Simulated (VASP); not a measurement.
# AgBr (Fm-3m) in VASP: single point with PBE

Aim: the single point of AgBr with PBE.

Program: VASP 6.6.1. These are calculated values, not measurements. Logs are shortened: lines on timing, memory, paths and dates and some standing lists are left out, and cuts for length are marked.

### 1 The cell of the first run

It takes space group Fm-3m (No. 225, cubic). The conventional cell has a = 5.841 Å, b = 5.841 Å, c = 5.841 Å, α = 90.00°, β = 90.00°, γ = 90.00°. Ag (site symmetry m-3m) has 6 Br at 2.92 Å within 3.8 Å. Within 3.8 Å of Br (site symmetry m-3m) lie 6 Ag at 2.92 Å.

### 2 Single point, PBE

The input, INCAR:

```
SYSTEM = AgBr
PREC = Accurate
ENCUT = 500
EDIFF = 1E-6
ISMEAR = 0
SIGMA = 0.02
LREAL = .FALSE.
LASPH = .TRUE.
NELM = 120
ALGO = Normal
ISIF = 2
LWAVE = .FALSE.
LCHARG = .FALSE.
GGA = PE
NBANDS = 36
GGA_COMPAT = .FALSE.
```

The input, KPOINTS:

```
Automatic mesh
0
G
  12 12 4
  0 0 0
```

The input, POSCAR:

```
AgBr
1.0
    4.1304028400      0.0000002938      0.0000000000
   -2.0652016744      3.5770336404      0.0000000000
    0.0000000000      0.0000000000     10.1174032908
Ag Br
3 3
Direct
    0.0000000000      0.0000000000      0.0000000000
    0.3333333333      0.6666666667      0.3333333333
    0.6666666667      0.3333333333      0.6666666667
    0.6666666667      0.3333333333      0.1666666667
    0.0000000000      0.0000000000      0.5000000000
    0.3333333333      0.6666666667      0.8333333333
```

Potentials or basis: VASP PAW PBE potentials, release 64 (Ag, Br).

Command:

```bash
$ cat potpaw_PBE.64/Ag/POTCAR potpaw_PBE.64/Br/POTCAR > POTCAR
$ mpirun -np 1 vasp_std > vasp.out
```

OUTCAR:

```text
SYSTEM = AgBr
   PREC = Accurate
   ENCUT = 500
   EDIFF = 1E-6
   ISMEAR = 0
   LREAL = .FALSE.
   LASPH = .TRUE.
   NELM = 120
   ISIF = 2
   GGA = PE

 ion  position               nearest neighbor table
   1  0.000  0.000  0.000-   4 2.92   6 2.92   6 2.92   4 2.92   4 2.92   6 2.92
   2  0.333  0.667  0.333-   4 2.92   4 2.92   4 2.92   5 2.92   5 2.92   5 2.92
   3  0.667  0.333  0.667-   6 2.92   6 2.92   6 2.92   5 2.92   5 2.92   5 2.92
   4  0.667  0.333  0.167-   2 2.92   2 2.92   2 2.92   1 2.92   1 2.92   1 2.92
   5  0.000  0.000  0.500-   2 2.92   3 2.92   2 2.92   3 2.92   3 2.92   2 2.92
   6  0.333  0.667  0.833-   3 2.92   3 2.92   3 2.92   1 2.92   1 2.92   1 2.92

  LATTYP: Found a hexagonal cell.
 ALAT       =     4.1304028400
 C/A-ratio  =     2.4494955293

  Lattice vectors:

 A1 = (   4.1304028400,   0.0000002938,   0.0000000000)
 A2 = (  -2.0652016744,   3.5770336404,   0.0000000000)
 A3 = (   0.0000000000,   0.0000000000,  10.1174032908)

Analysis of symmetry for initial positions (statically):
=====================================================================
 Subroutine PRICEL returns following result:

  LATTYP: Found a face centered cubic cell.
 ALAT       =     5.8412809132

  Lattice vectors:

 A1 = (   2.0652015046,  -1.1923444487,   3.3724677633)
 A2 = (  -0.0000001698,   2.3846891917,   3.3724677633)
 A3 = (  -2.0652013348,  -1.1923447429,   3.3724677643)

   3 primitive cells build up your supercell.

 Routine SETGRP: Setting up the symmetry group for a
 hexagonal supercell.

 Subroutine GETGRP returns: Found 12 space group operations
 (whereof 12 operations were pure point group operations)
 out of a pool of 24 trial point group operations.

The static configuration has the point symmetry D_3d.

Analysis of symmetry for dynamics (positions and initial velocities):
=====================================================================
 Subroutine PRICEL returns following result:

  LATTYP: Found a face centered cubic cell.
 ALAT       =     5.8412809132

  Lattice vectors:

 A1 = (   2.0652015046,  -1.1923444487,   3.3724677633)
 A2 = (  -0.0000001698,   2.3846891917,   3.3724677633)
 A3 = (  -2.0652013348,  -1.1923447429,   3.3724677643)

   3 primitive cells build up your supercell.

 Routine SETGRP: Setting up the symmetry group for a
 hexagonal supercell.

 Subroutine GETGRP returns: Found 12 space group operations
 (whereof 12 operations were pure point group operations)
 out of a pool of 24 trial point group operations.

The dynamic configuration has the point symmetry D_3d.

 Subroutine INISYM returns: Found 12 space group operations
 (whereof 12 operations are pure point group operations),
 and found     3 'primitive' translations

----------------------------------------------------------------------------------------

                                     Primitive cell

  volume of cell :      49.8268

  direct lattice vectors                    reciprocal lattice vectors
     2.065201505 -1.192344449  3.372467763     0.242107146 -0.139780603  0.098839591
    -0.000000170  2.384689192  3.372467763    -0.000000020  0.279561240  0.098839591
    -2.065201335 -1.192344743  3.372467764    -0.242107126 -0.139780637  0.098839591

  length of vectors
     4.130409345  4.130409345  4.130409345     0.296519395  0.296519395  0.296519395

  position of ions in fractional coordinates (direct lattice)
     0.000000000  0.000000000  0.000000000
     0.500000000  0.500000000  0.500000000

  ion indices of the primitive-cell ions
   primitive index   ion index
                 1           1
                 2           4

----------------------------------------------------------------------------------------

 KPOINTS: Automatic mesh

Automatic generation of k-mesh.
 Grid dimensions read from file:
 generate k-points for:   12   12    4

 Generating k-lattice:

  Cartesian coordinates                     Fractional coordinates (reciprocal lattice)
     0.020175594  0.011648386  0.000000000     0.083333333  0.000000000  0.000000000
    -0.000000002  0.023296770  0.000000000    -0.000000000  0.083333333  0.000000000
     0.000000000  0.000000000  0.024709898     0.000000000  0.000000000  0.250000000

  Length of vectors
     0.023296770  0.023296770  0.024709898

  Shift w.r.t. Gamma in fractional coordinates (k-lattice)
     0.000000000  0.000000000  0.000000000

 Subroutine IBZKPT returns following result:
 ===========================================

 Found     69 irreducible k-points:

 Following reciprocal coordinates:
            Coordinates               Weight
  0.000000  0.000000  0.000000      1.000000
  0.083333  0.000000  0.000000      6.000000
  0.166667  0.000000  0.000000      6.000000
  0.250000  0.000000  0.000000      6.000000
  0.333333  0.000000  0.000000      6.000000
  0.416667  0.000000  0.000000      6.000000
[... 16 lines left out ...]
  0.166667  0.000000  0.250000      6.000000
 -0.000000  0.166667  0.250000      6.000000
 [... further k-points ...]
   k-points           NKPTS =     69   k-points in BZ     NKDIM =     69   number of bands    NBANDS=     36
   number of dos      NEDOS =    301   number of ions     NIONS =      6
   total plane-waves  NPLWV =  72000
   dimension x,y,z NGX =    30 NGY =   30 NGZ =   80
   dimension x,y,z NGXF=    60 NGYF=   60 NGZF=  160
   ions per type =               3   3
   NGX,Y,Z   is equivalent  to a cutoff of  12.07, 12.07, 13.15 a.u.
   NGXF,Y,Z  is equivalent  to a cutoff of  24.15, 24.15, 26.29 a.u.
 SYSTEM =  AgBr
   PREC   = accura    normal or accurate (medium, high low for compatibility)
   ISTART =      0    job   : 0-new  1-cont  2-samecut
   ICHARG =      2    charge: 1-file 2-atom 10-const
   ISPIN  =      1    spin polarized calculation?
   LNONCOLLINEAR =      F non collinear calculations
   LSORBIT =      F    spin-orbit coupling
   LASPH  =      T    aspherical Exc in radial PAW
   ENCUT  =  500.0 eV  36.75 Ry    6.06 a.u.   7.53  7.53 18.45*2*pi/ulx,y,z
   NELM   =    120;   NELMIN=  2; NELMDL= -5     # of ELM steps
   EDIFF  = 0.1E-05   stopping-criterion for ELM
   LREAL  =      F    real-space projection
   EDIFFG = 0.1E-04   stopping-criterion for IOM
   NSW    =      0    number of steps for IOM
   IBRION =     -1    ionic relax: 0-MD 1-quasi-New 2-CG
   NFREE  =      0    steps in history (QN), initial steepest desc. (CG)
   ISIF   =      2    stress and relaxation
   ISYM   =      2    0-nonsym 1-usesym 2-fastsym
   POTIM  = 0.5000    time-step for ionic-motion
   TEBEG  =    0.0;   TEEND  =   0.0 temperature during run
   PSTRESS=    0.0 pullay stress
   NELECT =      54.0000    total number of electrons
   NUPDOWN=      -1.0000    fix difference up-down
   EMIN   =  10.00;   EMAX   =-10.00  energy-range for DOS
   EFERMI =   0.00;   METHOD = LEGACY
   ISMEAR =     0;   SIGMA  =   0.02  broadening in eV -4-tet -1-fermi 0-gaus
   EFERMI_NEDOS =   21; number of points for ismear=-14 and -15
   IALGO  =     38    algorithm
   IMIX   =      4    mixing-type and parameters
     AMIX     =   0.40;   BMIX     =  1.00
     AMIX_MAG =   1.60;   BMIX_MAG =  1.00
  volume/ion in A,a.u.               =      24.91       168.12
  Fermi-wavevector in a.u.,A,eV,Ry     =   1.165945  2.203316 18.496124  1.359427
  Thomas-Fermi vector in A             =   2.302464
   LORBIT       =      0    0 simple, 1 ext, 2 COOP (PROOUT), +10 PAW based schemes
   GGA     = PE    functional components
   LHFCALC =     F    Hartree Fock is set to
   AEXX    =    0.0000 exact exchange contribution
   IVDW    =     0    specifies the selected vdW correction
   LEPSILON=     F    determine dielectric tensor
   LRPA    =     F    only Hartree local field effects (RPA)
 non-spin polarized calculation
 Gauss-broadening in eV      SIGMA  =   0.02
  energy-cutoff  :      500.00
  volume of cell :      149.48
 maximum number of plane-waves:      3828
   NGX = 15   NGY = 15   NGZ = 37

 number of electron      53.9999984 magnetization

 Free energy of the ion-electron system (eV)
  ---------------------------------------------------
  ext. energy  EPLUGINS =         0.00000000
  ---------------------------------------------------
  free energy    TOTEN  =       -15.00124869 eV

  energy without entropy =      -15.00124869  energy(sigma->0) =      -15.00124869

 E-fermi :   3.0920     XC(G=0):  -9.5956

 val. band max:        2.9954641418   @ k =   0.5000   0.0000   0.5000
 cond. band min:       3.6830200883   @ k =   0.0000   0.0000   0.0000
 fundamental gap:      0.6875559465
 Fermi energy:         3.0920359688

 k-point     1 :       0.0000    0.0000    0.0000
  band No.  band energies     occupation
      1     -11.7584      2.00000
      2     -11.4781      2.00000
      3     -11.4781      2.00000
      4      -1.3682      2.00000
      5      -1.3682      2.00000
      6      -0.6604      2.00000
[... 28 lines left out ...]
     35      10.5064      0.00000
     36      10.5064      0.00000

 k-point     2 :       0.0833    0.0000    0.0000
  band No.  band energies     occupation
      1     -11.7373      2.00000
      2     -11.4687      2.00000
      3     -11.4683      2.00000
      4      -1.3715      2.00000
      5      -1.3657      2.00000
      6      -0.7228      2.00000
[... 28 lines left out ...]
     35      10.6419      0.00000
     36      10.8106      0.00000

 k-point     3 :       0.1667    0.0000    0.0000
  band No.  band energies     occupation
      1     -11.6781      2.00000
      2     -11.4438      2.00000
      3     -11.4411      2.00000
      4      -1.3855      2.00000
      5      -1.3379      2.00000
      6      -0.7653      2.00000
[... 28 lines left out ...]
     35      10.6446      0.00000
     36      11.2960      0.00000
[... 742 lines left out ...]
 k-point    23 :       0.1667    0.0000    0.2500
  band No.  band energies     occupation
      1     -11.6587      2.00000
      2     -11.5220      2.00000
      3     -11.3822      2.00000
      4      -1.5130      2.00000
      5      -1.0929      2.00000
      6      -0.7878      2.00000
[... 28 lines left out ...]
     35      10.8331      0.00000
     36      10.8920      0.00000

 k-point    24 :      -0.0000    0.1667    0.2500
  band No.  band energies     occupation
      1     -11.6573      2.00000
      2     -11.5250      2.00000
      3     -11.3806      2.00000
      4      -1.5624      2.00000
      5      -1.1214      2.00000
      6      -0.8159      2.00000
[... 28 lines left out ...]
     35      10.7555      0.00000
     36      10.9553      0.00000

 [... further k-points ...]

------------------------ aborting loop because EDIFF is reached ----------------------------------------

  FORCE on cell =-STRESS in cart. coord.  units (eV):
  Direction    XX          YY          ZZ          XY          YZ          ZX
  --------------------------------------------------------------------------------------
  -------------------------------------------------------------------------------------
  Total       -0.0443940     -0.0443940     -0.0444915     -0.0000000      0.0000000     -0.0000000
  in kB       -0.4758288     -0.4758288     -0.4768730     -0.0000000      0.0000000     -0.0000000
  external PRESSURE =      -0.4761769 kB  Pullay stress =       0.0000000 kB

 VOLUME and BASIS-vectors are now :
 -----------------------------------------------------------------------------
  energy-cutoff  :      500.00
  volume of cell :      149.48
      direct lattice vectors                 reciprocal lattice vectors
     4.130402840  0.000000294  0.000000000     0.242107126  0.139780637  0.000000000
    -2.065201674  3.577033640  0.000000000    -0.000000020  0.279561240  0.000000000
     0.000000000  0.000000000 10.117403291     0.000000000  0.000000000  0.098839591

 POSITION                                       TOTAL-FORCE (eV/Angst)
 -----------------------------------------------------------------------------------
      0.00000      0.00000      0.00000         0.000000      0.000000      0.000000
     -0.00000      2.38469      3.37247         0.000000     -0.000000      0.000000
      2.06520      1.19234      6.74494         0.000000     -0.000000     -0.000000
      2.06520      1.19234      1.68623         0.000000      0.000000      0.000000
      0.00000      0.00000      5.05870        -0.000000      0.000000      0.000000
     -0.00000      2.38469      8.43117        -0.000000     -0.000000      0.000000
 -----------------------------------------------------------------------------------
    total drift:                                0.000000     -0.000000      0.000000

  FREE ENERGIE OF THE ION-ELECTRON SYSTEM (eV)
  ---------------------------------------------------
  free  energy   TOTEN  =       -15.0012486949 eV

  energy  without entropy=      -15.0012486949  energy(sigma->0) =      -15.00124869
```

Wall time 4.4 min (1 thread of Intel Xeon Platinum 8259CL at 2.50GHz (Skylake/Cascade Lake), shared host); peak memory 0.44 GiB.

What came out:

| Item | Value |
| --- | --- |
| Free energy | -15.0012 eV |
| Pressure | 0.0 GPa |
| Band gap on the k mesh | 0.69 eV |

Levels at points of the mesh, in eV from the valence-band top:
| k point | band 24 | band 25 | band 26 | band 27 | band 28 | band 29 | band 30 | band 31 |
| --- | --- | --- | --- | --- | --- | --- | --- | --- |
| (0.00, 0.00, 0.00) | -0.34 | -0.34 | -0.34 | -0.34 | 0.69 | 3.50 | 3.50 | 6.55 |
| (0.50, 0.00, 0.00) | -0.66 | -0.66 | -0.50 | -0.50 | 1.71 | 4.24 | 4.24 | 5.35 |
| (0.00, 0.00, 0.50) | -1.11 | -1.11 | 0.00 | 0.00 | 1.94 | 1.94 | 3.88 | 6.29 |
| (0.50, 0.00, 0.50) | -1.51 | -1.51 | 0.00 | 0.00 | 2.58 | 2.58 | 3.88 | 6.29 |

A k mesh can miss the band edges.
